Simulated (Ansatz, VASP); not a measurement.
# One calculation of ZrB, two programs

Contents of INCAR:

```
SYSTEM = ZrB
PREC = Accurate ; ENCUT = 520
EDIFF = 1E-7 ; ISMEAR = 0
SIGMA = 0.15 ; LREAL = .FALSE.
LASPH = .TRUE. ; NELM = 100
ALGO = Normal ; ISIF = 2
LWAVE = .FALSE. ; LCHARG = .FALSE.
GGA = PE ; NBANDS = 14
```

Contents of KPOINTS:

```
regular mesh
0
G
  18 18 18
  0 0 0
```

The input POSCAR:

```
ZrB
1.0
    0.0000000000      2.3250000000      2.3250000000
    2.3250000000      0.0000000000      2.3250000000
    2.3250000000      2.3250000000      0.0000000000
Zr B
1 1
Direct
    0.0000000000      0.0000000000      0.0000000000
    0.4193548387      0.4193548387      0.5806451613
```

Input for Ansatz:

```yaml
crystal:
  lattice:
    - [0.0, 2.325, 2.325]
    - [2.325, 0.0, 2.325]
    - [2.325, 2.325, 0.0]
  atoms:
    - { symbol: Zr, position: [0.0, 0.0, 0.0] }
    - { symbol: B, position: [0.4193548387, 0.4193548387, 0.5806451613] }
basis:
  ecutwfc: 420
kpoints:
  mp_grid: { grid: [18, 18, 18] }
hamiltonian:
  xc: pbe
scf:
  occupations: { method: gaussian, width: 0.15 }
output:
  forces: true
  stress: true
  eigenvalues: true
```

Change from the starting cell: all B atoms moved +0.375 Å, as atom 2 towards its neighbour atom 1 (Zr) at 2.325 Å.

Alike in both runs: task single point; functional PBE; k mesh 18 × 18 × 18; occupations gaussian, width 0.15 eV; no spin polarisation.

```csv
,VASP,Ansatz
version,VASP 6.6.1,Ansatz 0.2.0
potentials or method,"VASP PAW PBE potentials, release 64 (Zr_sv, B), cutoff 520 eV","scalar-relativistic, plane waves, PAW"
valence electrons in the cell,15,15
```

```csv
,VASP,Ansatz,Ansatz less VASP
gap on the k mesh at the Fermi level (eV),none,none,-
rms of the force components (eV/Å),3.140,3.124,-0.0163
```

Atom by atom the forces differ by 0.016 eV/Å (rms over components). A gap of «none» marks a metal or a gap that the smearing closes. With one functional, cell and mesh, what is left measures potentials, basis and numerics.
